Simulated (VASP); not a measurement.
# LiCl (P6_3/mmc) in VASP: notebook

Aim: see how the results for LiCl move with the level of theory and the settings. Levels: PBE, r2SCAN. Tasks: single point.

Everything below comes from runs of VASP 6.6.1. Logs are shortened: lines on timing, memory, paths and dates and some standing lists are left out, and cuts for length are marked.

### 1 The cell of the first run

Symmetry: P6_3/mmc, No. 194, hexagonal system. Conventional cell: a = 3.575 Å, b = 3.575 Å, c = 6.024 Å, α = 90.00°, β = 90.00°, γ = 120.00°. Li (site symmetry -3m) has 6 Cl at 2.56 Å and 2 Li at 3.01 Å within 3.4 Å. Cl (site symmetry -6m2) has 6 Li at 2.56 Å within 3.4 Å.

### 2 Single point, PBE

INCAR

```
ALGO = Normal
EDIFF = 1E-7
ENCUT = 520
GGA = PE
ISIF = 2
ISMEAR = 0
LASPH = T
LCHARG = F
LREAL = F
LWAVE = F
NBANDS = 18
NELM = 60
PREC = Accurate
SIGMA = 0.01
```

KPOINTS

```
k-points
0
Gamma
  6 6 4
```

POSCAR

```
LiCl
1.0
    3.5749486091      0.0000000000      0.0000000000
   -1.7874743045      3.0959963127      0.0000000000
    0.0000000000      0.0000000000      6.0240820259
Li Cl
2 2
Direct
    0.0000000000      0.0000000000      0.0000000000
    0.0000000000      0.0000000000      0.5000000000
    0.3333333333      0.6666666667      0.2500000000
    0.6666666667      0.3333333333      0.7500000000
```

Potentials or basis: VASP PAW PBE potentials, release 64 (Li_sv, Cl).

Run with:

```
cat potpaw_PBE.64/Li_sv/POTCAR potpaw_PBE.64/Cl/POTCAR > POTCAR
mpirun -np 1 vasp_std > vasp.out
```

OUTCAR:

```text
EDIFF = 1E-7
   ENCUT = 520
   GGA = PE
   ISIF = 2
   ISMEAR = 0
   LASPH = T
   LREAL = F
   NELM = 60
   PREC = Accurate

 ion  position               nearest neighbor table
   1  0.000  0.000  0.000-   3 2.56   4 2.56   3 2.56   4 2.56   4 2.56   3 2.56
   2  0.000  0.000  0.500-   3 2.56   4 2.56   3 2.56   4 2.56   4 2.56   3 2.56
   3  0.333  0.667  0.250-   1 2.56   2 2.56   1 2.56   2 2.56   1 2.56   2 2.56
   4  0.667  0.333  0.750-   1 2.56   2 2.56   1 2.56   2 2.56   1 2.56   2 2.56

  LATTYP: Found a hexagonal cell.
 ALAT       =     3.5749486091
 C/A-ratio  =     1.6850821325

  Lattice vectors:

 A1 = (   3.5749486091,   0.0000000000,   0.0000000000)
 A2 = (  -1.7874743045,   3.0959963127,   0.0000000000)
 A3 = (   0.0000000000,   0.0000000000,   6.0240820259)

Analysis of symmetry for initial positions (statically):
=====================================================================
 Subroutine PRICEL returns:
 Original cell was already a primitive cell.

 Routine SETGRP: Setting up the symmetry group for a
 hexagonal supercell.

 Subroutine GETGRP returns: Found 24 space group operations
 (whereof 12 operations were pure point group operations)
 out of a pool of 24 trial point group operations.

The static configuration has the point symmetry D_3d.
 The point group associated with its full space group is D_6h.

Analysis of symmetry for dynamics (positions and initial velocities):
=====================================================================
 Subroutine PRICEL returns:
 Original cell was already a primitive cell.

 Routine SETGRP: Setting up the symmetry group for a
 hexagonal supercell.

 Subroutine GETGRP returns: Found 24 space group operations
 (whereof 12 operations were pure point group operations)
 out of a pool of 24 trial point group operations.

The dynamic configuration has the point symmetry D_3d.
 The point group associated with its full space group is D_6h.

 Subroutine INISYM returns: Found 24 space group operations
 (whereof 12 operations are pure point group operations),
 and found     1 'primitive' translations

----------------------------------------------------------------------------------------

                                     Primitive cell

  volume of cell :      66.6747

  direct lattice vectors                    reciprocal lattice vectors
     3.574948609  0.000000000  0.000000000     0.279724301  0.161498900  0.000000000
    -1.787474305  3.095996313  0.000000000     0.000000000  0.322997801  0.000000000
     0.000000000  0.000000000  6.024082026     0.000000000  0.000000000  0.166000396

  length of vectors
     3.574948609  3.574948609  6.024082026     0.322997801  0.322997801  0.166000396

  position of ions in fractional coordinates (direct lattice)
     0.000000000  0.000000000  0.000000000
     0.000000000  0.000000000  0.500000000
     0.333333333  0.666666667  0.250000000
     0.666666667  0.333333333  0.750000000

  ion indices of the primitive-cell ions
   primitive index   ion index
                 1           1
                 2           2
                 3           3
                 4           4

----------------------------------------------------------------------------------------

 KPOINTS: k-points

Automatic generation of k-mesh.
 Grid dimensions read from file:
 generate k-points for:    6    6    4

 Generating k-lattice:

  Cartesian coordinates                     Fractional coordinates (reciprocal lattice)
     0.046620717  0.026916483  0.000000000     0.166666667  0.000000000  0.000000000
     0.000000000  0.053832967  0.000000000     0.000000000  0.166666667  0.000000000
     0.000000000  0.000000000  0.041500099     0.000000000  0.000000000  0.250000000

  Length of vectors
     0.053832967  0.053832967  0.041500099

  Shift w.r.t. Gamma in fractional coordinates (k-lattice)
     0.000000000  0.000000000  0.000000000

 Subroutine IBZKPT returns following result:
 ===========================================

 Found     21 irreducible k-points:

 Following reciprocal coordinates:
            Coordinates               Weight
  0.000000  0.000000  0.000000      1.000000
  0.166667  0.000000  0.000000      6.000000
  0.333333  0.000000  0.000000      6.000000
  0.500000  0.000000  0.000000      3.000000
  0.166667  0.166667  0.000000      6.000000
  0.333333  0.166667  0.000000     12.000000
[... 13 lines left out ...]
  0.333333  0.166667  0.500000     12.000000
  0.333333  0.333333  0.500000      2.000000
   k-points           NKPTS =     21   k-points in BZ     NKDIM =     21   number of bands    NBANDS=     18
   number of dos      NEDOS =    301   number of ions     NIONS =      4
   total plane-waves  NPLWV =  37632
   dimension x,y,z NGX =    28 NGY =   28 NGZ =   48
   dimension x,y,z NGXF=    56 NGYF=   56 NGZF=   96
   ions per type =               2   2
   NGX,Y,Z   is equivalent  to a cutoff of  13.02, 13.02, 13.25 a.u.
   NGXF,Y,Z  is equivalent  to a cutoff of  26.04, 26.04, 26.49 a.u.
 SYSTEM =  unknown system
   PREC   = accura    normal or accurate (medium, high low for compatibility)
   ISTART =      0    job   : 0-new  1-cont  2-samecut
   ICHARG =      2    charge: 1-file 2-atom 10-const
   ISPIN  =      1    spin polarized calculation?
   LNONCOLLINEAR =      F non collinear calculations
   LSORBIT =      F    spin-orbit coupling
   LASPH  =      T    aspherical Exc in radial PAW
   ENCUT  =  520.0 eV  38.22 Ry    6.18 a.u.   6.65  6.65 11.20*2*pi/ulx,y,z
   NELM   =     60;   NELMIN=  2; NELMDL= -5     # of ELM steps
   EDIFF  = 0.1E-06   stopping-criterion for ELM
   LREAL  =      F    real-space projection
   EDIFFG = 0.1E-05   stopping-criterion for IOM
   NSW    =      0    number of steps for IOM
   IBRION =     -1    ionic relax: 0-MD 1-quasi-New 2-CG
   NFREE  =      0    steps in history (QN), initial steepest desc. (CG)
   ISIF   =      2    stress and relaxation
   ISYM   =      2    0-nonsym 1-usesym 2-fastsym
   POTIM  = 0.5000    time-step for ionic-motion
   TEBEG  =    0.0;   TEEND  =   0.0 temperature during run
   PSTRESS=    0.0 pullay stress
   NELECT =      20.0000    total number of electrons
   NUPDOWN=      -1.0000    fix difference up-down
   EMIN   =  10.00;   EMAX   =-10.00  energy-range for DOS
   EFERMI =   0.00;   METHOD = LEGACY
   ISMEAR =     0;   SIGMA  =   0.01  broadening in eV -4-tet -1-fermi 0-gaus
   EFERMI_NEDOS =   21; number of points for ismear=-14 and -15
   IALGO  =     38    algorithm
   IMIX   =      4    mixing-type and parameters
     AMIX     =   0.40;   BMIX     =  1.00
     AMIX_MAG =   1.60;   BMIX_MAG =  1.00
  volume/ion in A,a.u.               =      16.67       112.49
  Fermi-wavevector in a.u.,A,eV,Ry     =   1.095884  2.070920 16.340067  1.200961
  Thomas-Fermi vector in A             =   2.232216
   LORBIT       =      0    0 simple, 1 ext, 2 COOP (PROOUT), +10 PAW based schemes
   GGA     = PE    functional components
   LHFCALC =     F    Hartree Fock is set to
   AEXX    =    0.0000 exact exchange contribution
   IVDW    =     0    specifies the selected vdW correction
   LEPSILON=     F    determine dielectric tensor
   LRPA    =     F    only Hartree local field effects (RPA)
 non-spin polarized calculation
 Gauss-broadening in eV      SIGMA  =   0.01
  energy-cutoff  :      520.00
  volume of cell :       66.67
 maximum number of plane-waves:      1834
 NGX is ok and might be reduce to    28
   NGX = 13   NGY = 13   NGZ = 23

 number of electron      19.9999996 magnetization

 Free energy of the ion-electron system (eV)
  ---------------------------------------------------
  ext. energy  EPLUGINS =         0.00000000
  ---------------------------------------------------
  free energy    TOTEN  =       -14.70861135 eV

  energy without entropy =      -14.70861135  energy(sigma->0) =      -14.70861135

 E-fermi :   0.8083     XC(G=0):  -8.7788

 val. band max:        0.7109965618   @ k =   0.0000   0.0000   0.0000
 cond. band min:       7.0771247962   @ k =   0.0000   0.0000   0.0000
 fundamental gap:      6.3661282344
 Fermi energy:         0.8082941978

 k-point     1 :       0.0000    0.0000    0.0000
  band No.  band energies     occupation
      1     -42.8631      2.00000
      2     -42.8552      2.00000
      3     -12.7788      2.00000
      4     -12.2528      2.00000
      5      -2.2196      2.00000
      6       0.5017      2.00000
[... 10 lines left out ...]
     17      13.2762      0.00000
     18      13.3400      0.00000

 k-point     2 :       0.1667    0.0000    0.0000
  band No.  band energies     occupation
      1     -42.8625      2.00000
      2     -42.8548      2.00000
      3     -12.6531      2.00000
      4     -12.1654      2.00000
      5      -2.0432      2.00000
      6      -0.3599      2.00000
[... 10 lines left out ...]
     17      11.8115      0.00000
     18      12.8602      0.00000

 k-point     3 :       0.3333    0.0000    0.0000
  band No.  band energies     occupation
      1     -42.8613      2.00000
      2     -42.8538      2.00000
      3     -12.3617      2.00000
      4     -12.0019      2.00000
      5      -1.5761      2.00000
      6      -1.5598      2.00000
[... 10 lines left out ...]
     17      12.0830      0.00000
     18      13.5391      0.00000

 k-point     4 :       0.5000    0.0000    0.0000
  band No.  band energies     occupation
      1     -42.8608      2.00000
      2     -42.8533      2.00000
      3     -12.1765      2.00000
      4     -11.9434      2.00000
      5      -1.9965      2.00000
      6      -1.8338      2.00000
[... 312 lines left out ...]
      4     -12.2480      2.00000
      5      -1.4120      2.00000
      6      -1.4120      2.00000
[... 10 lines left out ...]
     17      12.5055      0.00000
     18      12.5055      0.00000

 k-point    20 :       0.3333    0.1667    0.5000
  band No.  band energies     occupation
      1     -42.8570      2.00000
      2     -42.8570      2.00000
      3     -12.0616      2.00000
      4     -12.0616      2.00000
      5      -1.9663      2.00000
      6      -1.9663      2.00000
[... 10 lines left out ...]
     17      12.7199      0.00000
     18      12.7199      0.00000

 k-point    21 :       0.3333    0.3333    0.5000
  band No.  band energies     occupation
      1     -42.8567      2.00000
      2     -42.8567      2.00000
      3     -11.9971      2.00000
      4     -11.9971      2.00000
      5      -1.7911      2.00000
      6      -1.7911      2.00000
[... 10 lines left out ...]
     17      12.2700      0.00000
     18      12.2700      0.00000

------------------------ aborting loop because EDIFF is reached ----------------------------------------

  FORCE on cell =-STRESS in cart. coord.  units (eV):
  Direction    XX          YY          ZZ          XY          YZ          ZX
  --------------------------------------------------------------------------------------
  -------------------------------------------------------------------------------------
  Total        0.2641866      0.2641866      0.2740548      0.0000000      0.0000000      0.0000000
  in kB        6.3483401      6.3483401      6.5854724      0.0000000      0.0000000      0.0000000
  external PRESSURE =       6.4273842 kB  Pullay stress =       0.0000000 kB

 VOLUME and BASIS-vectors are now :
 -----------------------------------------------------------------------------
  energy-cutoff  :      520.00
  volume of cell :       66.67
      direct lattice vectors                 reciprocal lattice vectors
     3.574948609  0.000000000  0.000000000     0.279724301  0.161498900  0.000000000
    -1.787474305  3.095996313  0.000000000     0.000000000  0.322997801  0.000000000
     0.000000000  0.000000000  6.024082026     0.000000000  0.000000000  0.166000396

 POSITION                                       TOTAL-FORCE (eV/Angst)
 -----------------------------------------------------------------------------------
      0.00000      0.00000      0.00000         0.000000      0.000000     -0.000000
      0.00000      0.00000      3.01204         0.000000      0.000000     -0.000000
     -0.00000      2.06400      1.50602        -0.000000      0.000000      0.000000
      1.78747      1.03200      4.51806         0.000000     -0.000000      0.000000
 -----------------------------------------------------------------------------------
    total drift:                                0.000000     -0.000000     -0.000000

  FREE ENERGIE OF THE ION-ELECTRON SYSTEM (eV)
  ---------------------------------------------------
  free  energy   TOTEN  =       -14.7086113542 eV

  energy  without entropy=      -14.7086113542  energy(sigma->0) =      -14.70861135
```

It took 14 s on 1 thread of Intel Xeon 6975P-C (Granite Rapids), shared host; peak memory 0.18 GiB.

What came out:

```
Free energy            : -14.7086 eV
Band gap on the k mesh : 6.37 eV, direct
```

Levels at points of the mesh, in eV from the valence-band top:
| k point | band 8 | band 9 | band 10 | band 11 | band 12 | band 13 |
| --- | --- | --- | --- | --- | --- | --- |
| (0.00, 0.00, 0.00) | -0.17 | 0.00 | 0.00 | 6.37 | 6.77 | 10.31 |
| (0.50, 0.00, 0.00) | -1.08 | -0.76 | -0.30 | 7.14 | 8.22 | 8.86 |
| (0.00, 0.00, 0.50) | -0.10 | -0.10 | -0.10 | 7.21 | 7.21 | 10.51 |
| (0.50, 0.00, 0.50) | -0.93 | -0.72 | -0.72 | 7.55 | 7.55 | 8.69 |

Caveat: the cutoff is under 1.25 times the usual one of these potentials, so pressure, stress and relaxed cells hold a basis-set (Pulay) error. A k mesh can miss the band edges.

### 3 Single point, PBE

INCAR

```
SYSTEM = LiCl
PREC = Accurate
ENCUT = 520
EDIFF = 1E-7
ISMEAR = 0
SIGMA = 0.01
LREAL = .False.
LASPH = .True.
NELM = 100
ALGO = Normal
ISIF = 2
LWAVE = .False.
LCHARG = .False.
GGA = PE
NBANDS = 18
```

KPOINTS

```
regular mesh
0
Gamma
  6 6 4
  0 0 0
```

POSCAR is that of step 2.

Potentials or basis: VASP PAW PBE potentials, release 64 (Li_sv, Cl).

Run with:

```
cat potpaw_PBE.64/Li_sv/POTCAR potpaw_PBE.64/Cl/POTCAR > POTCAR
mpirun -np 1 vasp_std > vasp.out
```

Wall time 14 s (1 thread of Intel Xeon 6975P-C (Granite Rapids), shared host); peak memory 0.18 GiB.

It converged, with:

```yaml
Free_energy: -14.7086 eV
Band_gap_on_the_k_mesh: 6.37 eV, direct
```

Levels at points of the mesh, in eV from the valence-band top:
```tsv
k point	band 7	band 8	band 9	band 10	band 11	band 12	band 13	band 14
(0.00, 0.00, 0.00)	-0.21	-0.17	0.00	0.00	6.37	6.77	10.31	10.31
(0.50, 0.00, 0.00)	-1.91	-1.08	-0.76	-0.30	7.14	8.22	8.86	9.55
(0.00, 0.00, 0.50)	-0.10	-0.10	-0.10	-0.10	7.21	7.21	10.51	10.51
(0.50, 0.00, 0.50)	-0.93	-0.93	-0.72	-0.72	7.55	7.55	8.69	8.69
```

Caveat: the cutoff is under 1.25 times the usual one of these potentials, so pressure, stress and relaxed cells hold a basis-set (Pulay) error. A k mesh can miss the band edges.

(Part 1 of 2 ends here.)
